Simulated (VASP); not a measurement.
Write the native input for VASP 6.6.1 that does the following.

```yaml
Task: single point
Functional: PBE
Potentials_or_basis: VASP PAW PBE potentials, release 64 (Zr_sv, Ti_sv, C)
Cutoff: 520 eV
k_mesh: 6 × 6 × 2
Occupations: gaussian, width 0.2 eV
Spin: no spin polarisation
Dipole_correction: no
Further_INCAR_settings: ALGO = Normal; EDIFF = 1e-06; NBANDS = 60
```

The structure of Zr5TiC6 lies in POSCAR:

```
Zr5TiC6
1.0
    3.2979392605     -0.0000596389      0.0003086486
   -0.0000591915      3.2978274778     -0.0000979265
    0.0012463562     -0.0003988719     13.9398792734
Zr Ti C
5 1 6
Direct
    0.9999619842      0.0000339139      0.1697490940
    0.4999865547      0.4999913606      0.3394696888
    0.4999726034      0.4999825025      0.6605269563
    1.0000023960     -0.0000095029      0.8302520184
    0.4999865834      0.4999889142      0.9999996769
    0.9999396194     -0.0000560793      0.5000057852
    0.0000005042      0.9999958451      1.0000011542
    0.5000087761      0.4999405017      0.1691246583
    0.0000143062     -0.0000050167      0.3414068447
    0.5001231954      0.5001237528      0.4999978133
    0.0000024922     -0.0000018352      0.6585932271
    0.5000009848      0.5000156433      0.8308730828
```

These files were run (other wordings do the same):

INCAR

```
SYSTEM = Zr5TiC6
PREC = Accurate
ENCUT = 520
EDIFF = 1E-6
ISMEAR = 0
SIGMA = 0.2
LREAL = .FALSE.
LASPH = .TRUE.
NELM = 60
ALGO = Normal
ISIF = 2
LWAVE = .FALSE.
LCHARG = .TRUE.
GGA = PE
LELF = .TRUE.
LVHAR = .TRUE.
NBANDS = 60
```

KPOINTS

```
Automatic mesh
0
G
  6 6 2
  0 0 0
```

Potentials or basis: VASP PAW PBE potentials, release 64 (Zr_sv, Ti_sv, C).

Command:

```bash
$ cat potpaw_PBE.64/Zr_sv/POTCAR potpaw_PBE.64/Ti_sv/POTCAR potpaw_PBE.64/C/POTCAR > POTCAR
$ mpirun -np 1 vasp_std > vasp.out
```

Results of the run:

The pressure is 0.2 GPa and the largest force is 0.004 eV/Å. The band gap on the k mesh is zero (bands 48 and 49 overlap by 0.33 eV).

It took 8.9 min on 1 thread of Intel(R) Xeon(R) Platinum 8259CL CPU @ 2.50GHz (Skylake/Cascade Lake) (shared host), peak memory 0.46 GiB.
